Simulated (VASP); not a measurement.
A run of VASP 6.6.1 is set up as follows.

File INCAR:

```
PREC     = Accurate       # precision mode
ENCUT    = 520            # plane-wave cutoff, eV
EDIFF    = 1E-7           # SCF threshold, eV
ISMEAR   = 0              # smearing method
SIGMA    = 0.1            # smearing width, eV
LREAL    = F              # projectors in reciprocal space
LASPH    = T              # aspherical terms in the spheres
NELM     = 150            # most SCF steps
ALGO     = Normal         # electronic algorithm
ISIF     = 2              # what is computed and relaxed
LWAVE    = F              # write WAVECAR
LCHARG   = T              # write CHGCAR
ISPIN    = 2              # spin polarisation
MAGMOM   = 0 0 2 2 2 2 2 2 # initial moments
LORBIT   = 11             # projections on sites
LMAXMIX  = 4              # l up to which the mixer works
GGA      = CA             # functional
LELF     = T              # ELF
LVHAR    = T            
NBANDS   = 67             # bands
```

Contents of KPOINTS:

```
Automatic mesh
0
Gamma
  5 5 5
```

Contents of POSCAR:

```
V3Sn
1.0
    4.9310000000      0.0000000000      0.0000000000
    0.0000000000      4.9310000000      0.0000000000
    0.0000000000      0.0000000000      4.9310000000
Sn V
2 6
Direct
    0.0000000000      0.0000000000      0.0000000000
    0.5000000000      0.5000000000      0.5000000000
    0.2500000000      0.0000000000      0.5000000000
    0.5000000000      0.7500000000      0.0000000000
    0.7500000000      0.0000000000      0.5000000000
    0.5000000000      0.2500000000      0.0000000000
    0.0000000000      0.5000000000      0.7500000000
    0.0000000000      0.5000000000      0.2500000000
```

Potentials or basis: VASP PAW LDA potentials, release 64 (Sn_d, V_sv).

Run with:

```bash
$ cat potpaw_LDA.64/Sn_d/POTCAR potpaw_LDA.64/V_sv/POTCAR > POTCAR
$ mpirun -np 1 vasp_std > vasp.out
```

**Question.** Estimate the band gap on the k mesh.

**Answer.** Zero (filled and empty bands overlap).

**Question.** What does it give for the net moment?

**Answer.** 0.00 μB per cell.

**Question.** Predict the pressure.

**Answer.** -7.8 GPa.

Caveat: the cell stands under tension; the moments typed at the start vanished in this run; spin-orbit coupling is left out, which moves the levels of the heavy elements.
